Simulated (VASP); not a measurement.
Crystal: SnO.

```xyz
4
Lattice="3.3550 0.0000 0.0000 0.0000 5.6741 0.0000 0.0000 0.0000 4.2220" Properties=species:S:1:pos:R:3 pbc="T T T"
Sn    0.0212    1.2996    2.1572
Sn    1.6661    4.3634    0.0788
O    -0.0443    5.0774    3.1207
O     1.6818    0.6614    1.0164
```

- Program: VASP 6.6.1
- Task: relaxation of the atoms
- Functional: LDA
- Potentials or basis: VASP PAW LDA potentials, release 64 (Sn_d, O)
- Cutoff: 520 eV
- k mesh: 3 × 2 × 3
- Occupations: gaussian, width 0.01 eV
- Spin: no spin polarisation

At the start: pressure -4.4 GPa; volume 20.09 Å³/atom.

Problem. How do energy, volume and symmetry change on relaxing?

Solution. Over 8 steps the energy falls by 17.8 meV/atom; space group Pmn2_1 (No. 31, to 0.05 Å).

The path:
```tsv
step	energy change (eV)	largest force (eV/Å)	pressure (GPa)
1	0.0000	0.8850	-4.35
2	-0.0457	0.2883	-3.08
3	-0.0482	0.3440	-2.63
4	-0.0556	0.1624	-2.25
5	-0.0580	0.2404	-1.88
6	-0.0641	0.1362	-2.01
7	-0.0689	0.1338	-2.27
8	-0.0713	0.0663	-1.83
```

Final structure:
```
Sn O
1.0
     3.35500    0.00000    0.00000
     0.00000    5.67410    0.00000
     0.00000    0.00000    4.22197
Sn O
2 2
Direct
  0.99691 0.22951 0.50541
  0.49844 0.77580 0.00461
  0.99847 0.90631 0.74906
  0.49718 0.09783 0.25045
```

Caveat: the k points lie up to 0.62 Å⁻¹ apart; the relaxation stopped at a loose force limit of 0.1 eV/Å, so its end isn't a converged minimum.
